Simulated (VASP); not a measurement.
# SnTe (Fm-3m) in VASP: a series of runs, part 2 of 2

VASP 6.6.1. Earlier steps stand in the parts before.

**3. Relaxation of cell and atoms, LDA**

File INCAR:

```
SYSTEM = SnTe
PREC     = Accurate       ! precision mode
ENCUT    = 500            ! plane-wave cutoff, eV
EDIFF    = 1E-7           ! SCF threshold, eV
ISMEAR   = 0              ! smearing method
SIGMA    = 0.01           ! smearing width, eV
LREAL    = .FALSE.        ! projectors in reciprocal space
LASPH    = .TRUE.         ! aspherical terms in the spheres
NELM     = 120            ! most SCF steps
ALGO     = Normal         ! electronic algorithm
ISIF     = 3              ! what is computed and relaxed
LWAVE    = .FALSE.        ! write WAVECAR
LCHARG   = .FALSE.        ! write CHGCAR
GGA      = CA             ! functional
IBRION   = 2              ! ionic algorithm
NSW      = 80             ! ionic steps
EDIFFG   = -0.01          ! ionic threshold
GGA_COMPAT= .FALSE.      
NELMIN   = 4
```

File KPOINTS:

```
regular mesh
0
G
  6 6 6
  0 0 0
```

File POSCAR:

```
SnTe
1.0
    0.0000000000      3.1508500000      3.1508500000
    3.1508500000      0.0000000000      3.1508500000
    3.1508500000      3.1508500000      0.0000000000
Sn Te
1 1
Direct
    0.0000000000      0.0000000000      0.0000000000
    0.5000000000      0.5000000000      0.5000000000
```

Potentials or basis: VASP PAW LDA potentials, release 64 (Sn_d, Te).

The run is started by

```
$ cat potpaw_LDA.64/Sn_d/POTCAR potpaw_LDA.64/Te/POTCAR > POTCAR
$ mpirun -np 1 vasp_std > vasp.out
```

OUTCAR:

```text
SYSTEM = SnTe
   PREC = Accurate
   ENCUT = 500
   EDIFF = 1E-7
   ISMEAR = 0
   LREAL = .FALSE.
   LASPH = .TRUE.
   NELM = 120
   ISIF = 3
   GGA = CA
   IBRION = 2
   NSW = 80
   EDIFFG = -0.01
   NELMIN = 4

 ion  position               nearest neighbor table
   1  0.000  0.000  0.000-   2 3.15   2 3.15   2 3.15   2 3.15   2 3.15   2 3.15
   2  0.500  0.500  0.500-   1 3.15   1 3.15   1 3.15   1 3.15   1 3.15   1 3.15

  LATTYP: Found a face centered cubic cell.
 ALAT       =     6.3017000000

  Lattice vectors:

 A1 = (   0.0000000000,   3.1508500000,   3.1508500000)
 A2 = (   3.1508500000,   0.0000000000,   3.1508500000)
 A3 = (   3.1508500000,   3.1508500000,   0.0000000000)

Analysis of symmetry for initial positions (statically):
=====================================================================
 Subroutine PRICEL returns:
 Original cell was already a primitive cell.

 Routine SETGRP: Setting up the symmetry group for a
 face centered cubic supercell.

 Subroutine GETGRP returns: Found 48 space group operations
 (whereof 48 operations were pure point group operations)
 out of a pool of 48 trial point group operations.

The static configuration has the point symmetry O_h .

Analysis of symmetry for dynamics (positions and initial velocities):
=====================================================================
 Subroutine PRICEL returns:
 Original cell was already a primitive cell.

 Routine SETGRP: Setting up the symmetry group for a
 face centered cubic supercell.

 Subroutine GETGRP returns: Found 48 space group operations
 (whereof 48 operations were pure point group operations)
 out of a pool of 48 trial point group operations.

The dynamic configuration has the point symmetry O_h .

 Subroutine INISYM returns: Found 48 space group operations
 (whereof 48 operations are pure point group operations),
 and found     1 'primitive' translations

[... 99 lines left out ...]
   EFERMI =   0.00;   METHOD = LEGACY
   ISMEAR =     0;   SIGMA  =   0.01  broadening in eV -4-tet -1-fermi 0-gaus
   EFERMI_NEDOS =   21; number of points for ismear=-14 and -15
   IALGO  =     38    algorithm
   IMIX   =      4    mixing-type and parameters
     AMIX     =   0.40;   BMIX     =  1.00
     AMIX_MAG =   1.60;   BMIX_MAG =  1.00
  volume/ion in A,a.u.               =      31.28       211.10
  Fermi-wavevector in a.u.,A,eV,Ry     =   1.119387  2.115336 17.048485  1.253028
  Thomas-Fermi vector in A             =   2.256026
   LORBIT       =      0    0 simple, 1 ext, 2 COOP (PROOUT), +10 PAW based schemes
   GGA     = CA    functional components
   LHFCALC =     F    Hartree Fock is set to
   AEXX    =    0.0000 exact exchange contribution
   IVDW    =     0    specifies the selected vdW correction
   LEPSILON=     F    determine dielectric tensor
   LRPA    =     F    only Hartree local field effects (RPA)
 conjugate gradient relaxation of ions
 non-spin polarized calculation
 Gauss-broadening in eV      SIGMA  =   0.01
  energy-cutoff  :      500.00
  volume of cell :       62.56
 maximum number of plane-waves:      1639
   NGX = 17   NGY = 17   NGZ = 17

--------------------------------------- Ionic step        1  -------------------------------------------

 number of electron      20.0000011 magnetization

 Free energy of the ion-electron system (eV)
  ---------------------------------------------------
  ext. energy  EPLUGINS =         0.00000000
  ---------------------------------------------------
  free energy    TOTEN  =        -8.82529839 eV

  energy without entropy =       -8.82529839  energy(sigma->0) =       -8.82529839

------------------------ aborting loop because EDIFF is reached ----------------------------------------

  FORCE on cell =-STRESS in cart. coord.  units (eV):
  Direction    XX          YY          ZZ          XY          YZ          ZX
  --------------------------------------------------------------------------------------
  -------------------------------------------------------------------------------------
  Total       -0.5952478     -0.5952478     -0.5952478      0.0000000      0.0000000     -0.0000000
  in kB      -15.2438687    -15.2438687    -15.2438687      0.0000000      0.0000000     -0.0000000
  external PRESSURE =     -15.2438687 kB  Pullay stress =       0.0000000 kB
[... 59 lines left out ...]
--------------------------------------- Ionic step        3  -------------------------------------------

 number of electron      20.0000007 magnetization

 Free energy of the ion-electron system (eV)
  ---------------------------------------------------
  ext. energy  EPLUGINS =         0.00000000
  ---------------------------------------------------
  free energy    TOTEN  =        -8.83453255 eV

  energy without entropy =       -8.83453255  energy(sigma->0) =       -8.83453255

 E-fermi :   7.1886     XC(G=0):  -9.8775

 val. band max:        7.0578133535   @ k =   0.5000   0.0000   0.0000
 cond. band min:       7.2654683071   @ k =   0.5000   0.0000   0.0000
 fundamental gap:      0.2076549536
 Fermi energy:         7.1885756219

 k-point     1 :       0.0000    0.0000    0.0000
  band No.  band energies     occupation
      1     -14.6967      2.00000
      2     -14.6967      2.00000
      3     -14.6852      2.00000
      4     -14.6852      2.00000
      5     -14.6852      2.00000
      6      -5.9222      2.00000
      7       2.4557      2.00000
      8       4.9215      2.00000
      9       4.9215      2.00000
     10       4.9215      2.00000
     11      10.4771      0.00000
     12      10.4771      0.00000
     13      10.4771      0.00000
     14      11.8522      0.00000
[... 282 lines left out ...]
  FREE ENERGIE OF THE ION-ELECTRON SYSTEM (eV)
  ---------------------------------------------------
  free  energy   TOTEN  =        -8.8345325499 eV

  energy  without entropy=       -8.8345325499  energy(sigma->0) =       -8.83453255

 reached required accuracy - stopping structural energy minimisation
```

Wall time 24 s (1 thread of Intel Xeon Platinum 8375C at 2.90GHz (Ice Lake), shared host); peak memory 0.17 GiB.

Results:

* Free energy: -8.8345 eV
* Relaxed volume: 30.33 Å³/atom
* Relaxed cell: a = 4.410 Å, b = 4.410 Å, c = 4.410 Å, α = 60.00°, β = 60.00°, γ = 60.00°
* Space group after relaxing (to 0.05 Å): Fm-3m (No. 225)
* Energy gained by relaxing: 4.6 meV/atom
* Ionic steps: 3
* Pressure after relaxing: 0.0 GPa
* Band gap on the k mesh: 0.21 eV, direct

Step by step:
```tsv
step	energy change (eV)	largest force (eV/Å)	pressure (GPa)	volume (Å³)
1	0.0000	0.0000	-1.52	62.56
2	-0.0077	0.0000	0.68	59.91
3	-0.0092	0.0000	0.00	60.66
```

Final structure:
```
CELL_PARAMETERS angstrom
0.00000 3.11865 3.11865
3.11865 0.00000 3.11865
3.11865 3.11865 0.00000
ATOMIC_POSITIONS crystal
Sn 0.00000 0.00000 0.00000
Te 0.50000 0.50000 0.50000
```

Caveat: spin-orbit coupling is left out, which moves the levels of the heavy elements.
